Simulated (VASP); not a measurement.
Wanted: the native input for a VASP 6.6.1 run.

| Item | Value |
| --- | --- |
| Task | single point |
| Functional | PBEsol |
| Dispersion | D4 |
| Potentials or basis | VASP PAW PBE potentials, release 64 (S) |
| Cutoff | 500 eV |
| k mesh | 9 × 9 × 9 |
| Occupations | methfessel-paxton, width 0.1 eV |
| Spin | collinear spin, zero start |
| Starting moments | [0.0] μB |
| Dipole correction | no |
| Further INCAR settings | ALGO = Normal; EDIFF = 1e-06; NBANDS = 13 |

The structure of S lies in POSCAR:

```
S
1.0
    0.0000000000      1.9943500000      1.9943500000
    1.9943500000      0.0000000000      1.9943500000
    1.9943500000      1.9943500000      0.0000000000
S
1
Direct
    0.0000000000      0.0000000000      0.0000000000
```

One way to write it, as run:

INCAR

```
PREC = Accurate
ENCUT = 500
EDIFF = 1E-6
ISMEAR = 1
SIGMA = 0.1
LREAL = False
LASPH = True
NELM = 200
ALGO = Normal
ISIF = 2
LWAVE = False
LCHARG = True
ISPIN = 2
MAGMOM = 0
LORBIT = 11
GGA = PS
IVDW = 13
LELF = True
LVHAR = True
NBANDS = 13
GGA_COMPAT = False
```

KPOINTS

```
Automatic mesh
0
Gamma
  9 9 9
```

Potentials or basis: VASP PAW PBE potentials, release 64 (S).

Run with:

```console
$ cat potpaw_PBE.64/S/POTCAR > POTCAR
$ mpirun -np 1 vasp_std > vasp.out
```

It gave:

The pressure is -7.6 GPa, the band gap on the k mesh is zero (filled and empty bands overlap) and the net moment is 0.00 μB per cell. The valence electrons inside the program's atomic spheres are S 3.44 and the dispersion energy per atom is -0.230 eV.

Caveat: the PAW data sets were made with another functional, which shifts forces and pressure a little; pairwise dispersion overbinds metals, which lowers pressure and volume.

It took 12 s on 1 thread of Intel Xeon 8259CL, on a shared host, peak memory 0.14 GiB.
